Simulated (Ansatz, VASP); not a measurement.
**Nb: VASP beside Ansatz**

The input INCAR:

```
SYSTEM = Nb
ALGO = Normal
EDIFF = 1E-8
ENCUT = 520
GGA = PE
ISIF = 2
ISMEAR = -1
LASPH = .TRUE.
LCHARG = .FALSE.
LEFG = .TRUE.
LREAL = .FALSE.
LWAVE = .FALSE.
NBANDS = 12
NELM = 100
PREC = Accurate
SIGMA = 0.08
```

File KPOINTS:

```
k-points
0
G
  16 16 16
  0 0 0
```

The input POSCAR:

```
Nb
1.0
   -1.6658721214      1.6658721214      1.6658721214
    1.6658721214     -1.6658721214      1.6658721214
    1.6658721214      1.6658721214     -1.6658721214
Nb
1
Direct
    0.0000000000      0.0000000000      0.0000000000
```

Input for Ansatz:

```yaml
crystal:
  lattice:
    - [-1.6658721214, 1.6658721214, 1.6658721214]
    - [1.6658721214, -1.6658721214, 1.6658721214]
    - [1.6658721214, 1.6658721214, -1.6658721214]
  atoms:
    - { symbol: Nb, position: [0.0, 0.0, 0.0] }
kpoints:
  mp_grid: { grid: [16, 16, 16] }
scf:
  occupations: { method: fermi_dirac, width: 0.08 }
hamiltonian:
  xc: pbe
  pseudopotentials: { kind: paw }
output:
  forces: true
  stress: true
  eigenvalues: true
  efg: { contact_densities: true }
```

Change from the starting cell: volume scaled by 1.02, PAW files.

Alike in both runs: task electric field gradients; functional PBE; k mesh 16 × 16 × 16; occupations fermi-dirac, width 0.08 eV; no spin polarisation.

|  | VASP | Ansatz |
| --- | --- | --- |
| version | VASP 6.6.1 | Ansatz 0.2.0 |
| potentials or method | VASP PAW PBE potentials, release 64 (Nb_sv) | PAW with Ansatz's default frozen-core files, scalar-relativistic |
| plane-wave cutoff (eV) | 520 | 420 |
| valence electrons in the cell | 13 | 13 |

VASP gave:

| Quantity | Value |
| --- | --- |
| pressure (GPa) | -3.5 |

Estimate Ansatz's values.

pressure (GPa): -3.2.
